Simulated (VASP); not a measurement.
I: single point with PBE+D3(BJ)

Crystal: I.

```
I
1.0
     3.66828   -2.24518    0.00000
     3.66828    2.24518    0.00000
     0.00000    0.00000    9.63650
I
4
Direct
  0.67155 0.32845 0.37760
  0.17155 0.82845 0.12240
  0.32845 0.67155 0.62240
  0.82845 0.17155 0.87760
```

```yaml
Program: VASP 6.6.1
Task: single point
Functional: PBE
Dispersion: D3(BJ)
Potentials_or_basis: VASP PAW PBE potentials, release 64 (I)
Cutoff: 520 eV
k_mesh: 7 × 7 × 3
Occupations: fermi-dirac, width 0.05 eV
Spin: no spin polarisation
Dipole_correction: no
Further_INCAR_settings: ALGO = Normal; EDIFF = 1e-06; NBANDS = 22
```

```
Pressure                   : 0.0 GPa
Largest force              : 0.014 eV/Å
Band gap on the k mesh     : 0.89 eV (least direct gap 1.17 eV)
Dispersion energy per atom : -0.327 eV
```

Forces on the atoms (eV/Å):
```
I    0.000  0.010  0.010
I    0.000  0.010 -0.010
I    0.000 -0.010 -0.010
I    0.000 -0.010  0.010
```

Stress tensor (GPa, compression positive):
```
 0.03  0.00  0.00
 0.00 -0.04  0.00
 0.00  0.00 -0.07
```

Levels at points of the mesh, in eV from the valence-band top:
| k point | band 10 | band 11 | band 12 | band 13 | band 14 | band 15 | band 16 | band 17 | band 18 | band 19 |
| --- | --- | --- | --- | --- | --- | --- | --- | --- | --- | --- |
| (0.00, 0.00, 0.00) | -1.29 | -0.90 | -0.78 | -0.36 | 0.00 | 1.17 | 1.95 | 4.81 | 5.28 | 5.70 |

It took 48 s on 1 thread of AMD EPYC 9R45 96-Core Processor (Zen 5) (shared host), peak memory 0.26 GiB.

Caveat: spin-orbit coupling is left out, which moves the levels of the heavy elements. A k mesh can miss the band edges.
